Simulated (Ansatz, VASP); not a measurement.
## Ba2LuRuN6 in VASP and in Ansatz

```
Lu N Ru Ba
1.0
     0.00000    4.20074    4.20074
     4.20074    0.00000    4.20074
     4.20074    4.20074    0.00000
Lu N Ru Ba
1 6 1 2
Direct
  0.00000 0.00000 0.00000
  0.73690 0.26310 0.26310
  0.26310 0.73690 0.26310
  0.26310 0.73690 0.73690
  0.73690 0.26310 0.73690
  0.26310 0.26310 0.73690
  0.73690 0.73690 0.26310
  0.50000 0.50000 0.50000
  0.25000 0.25000 0.25000
  0.75000 0.75000 0.75000
```

Alike in both runs: task single point; functional PBE; k mesh 4 × 4 × 4; no spin polarisation.

|  | VASP | Ansatz |
| --- | --- | --- |
| version | VASP 6.6.1 | Ansatz 0.2.0 |
| potentials or method | VASP PAW PBE potentials, release 64 (Lu, N, Ru_sv, Ba_sv), cutoff 700 eV | PAW plane waves |
| occupations | fermi-dirac, width 0.1 eV | fermi-dirac |
| valence electrons in the cell | 91 | 91 |

VASP gave:

| Item | Value |
| --- | --- |
| gap on the k mesh at the Fermi level (eV) | none |
| pressure (GPa) | 1.6 |
| rms of the force components (eV/Å) | 0.394 |

Task: Which values does Ansatz return?

Result: gap on the k mesh at the Fermi level (eV): none; pressure (GPa): 0.4; rms of the force components (eV/Å): 0.353.

Atom by atom the forces differ by 0.041 eV/Å (rms over components). A gap of «none» marks a metal or a gap that the smearing closes.

Spin-orbit coupling is off throughout.
